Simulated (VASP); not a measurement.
**Ir: single point with PBE**

The system is Ir.

```
Ir
1.0
     2.73560    0.00000    0.00000
    -1.36780    2.36910    0.00000
     0.00000    0.00000    4.43365
Ir
2
Direct
  0.33333 0.66667 0.25000
  0.66667 0.33333 0.75000
```

```yaml
Program: VASP 6.6.1
Task: single point
Functional: PBE
Potentials_or_basis: VASP PAW PBE potentials, release 64 (Ir)
Cutoff: 520 eV
k_mesh: 11 × 11 × 6
Occupations: fermi-dirac, width 0.05 eV
Spin: no spin polarisation
Dipole_correction: no
Further_INCAR_settings: ALGO = Fast; EDIFF = 1e-06; NBANDS = 16
```

The pressure is 5.6 GPa and the band gap on the k mesh is zero (band 9 reaches 11.20 eV, above the bottom of band 10 at 8.03 eV).

Levels at points of the mesh, in eV from the Fermi level:
```csv
k point,band 7,band 8,band 9,band 10,band 11,band 12
"(0.00, 0.00, 0.00)",-3.10,-2.33,-2.33,-0.76,0.28,0.28
"(0.00, 0.00, 0.50)",-3.87,-3.87,-0.45,-0.45,-0.45,-0.45
```

It took 15 s on 1 thread of Intel(R) Xeon(R) 6975P-C (Granite Rapids), with other jobs on the host, peak memory 0.15 GiB.

Caveat: spin-orbit coupling is left out, which moves the levels of the heavy elements.
